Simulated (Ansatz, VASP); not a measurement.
**KF: VASP beside Ansatz**

Contents of INCAR:

```
SYSTEM = KF
PREC = Accurate
ENCUT = 520
EDIFF = 1E-8
ISMEAR = -1
SIGMA = 0.01
LREAL = .False.
LASPH = .True.
NELM = 100
ALGO = Normal
ISIF = 2
LWAVE = .False.
LCHARG = .False.
GGA = PS
LEFG = .True.
NBANDS = 15
```

Contents of KPOINTS:

```
regular mesh
0
Gamma
  9 9 9
  0 0 0
```

POSCAR

```
KF
1.0
    0.0000000000      2.7269700000      2.6735000000
    2.7269700000      0.0000000000      2.6735000000
    2.7269700000      2.7269700000      0.0000000000
K F
1 1
Direct
    0.0000000000      0.0000000000      0.0000000000
    0.5000000000      0.5000000000      0.5000000000
```

Input for Ansatz:

```yaml
crystal:
  lattice:
    - [0.0, 2.72697, 2.6735]
    - [2.72697, 0.0, 2.6735]
    - [2.72697, 2.72697, 0.0]
  atoms:
    - { symbol: K, position: [0.0, 0.0, 0.0] }
    - { symbol: F, position: [0.5, 0.5, 0.5] }
kpoints:
  mp_grid: { grid: [9, 9, 9] }
scf:
  occupations: { method: fermi_dirac, width: 0.01 }
hamiltonian:
  xc: pbesol
  pseudopotentials: { kind: all_electron, datasets: crystal }
output:
  forces: true
  stress: true
  eigenvalues: true
  efg: { contact_densities: true }
```

Change from the starting cell: equal xx and yy strain of +2 %, crystal datasets.

Alike in both runs: task electric field gradients; functional PBEsol; k mesh 9 × 9 × 9; occupations fermi-dirac, width 0.01 eV; no spin polarisation.

|  | VASP | Ansatz |
| --- | --- | --- |
| version | VASP 6.6.1 | Ansatz 0.2.0 |
| potentials or method | VASP PAW PBE potentials, release 64 (K_sv, F), cutoff 520 eV | all-electron PAW with datasets made for the crystal, scalar-relativistic |

Ansatz gave:

* gap on the k mesh at the Fermi level (eV): 5.82
* pressure (GPa): -1.7
* traceless stress, the component that is largest in VASP (GPa): 0.51
* size of Vzz on the site where it differs most (V/Å²): 4.8

Question: Estimate VASP's values.

Answer: gap on the k mesh at the Fermi level (eV): 5.81; pressure (GPa): -1.7; traceless stress, the component that is largest in VASP (GPa): 0.53; size of Vzz on the site where it differs most (V/Å²): 4.9.

VASP's potentials were made for PBE, not for PBEsol. Ansatz ran all-electron here, and VASP with PAW potentials. Ansatz's warnings: printed levels off.
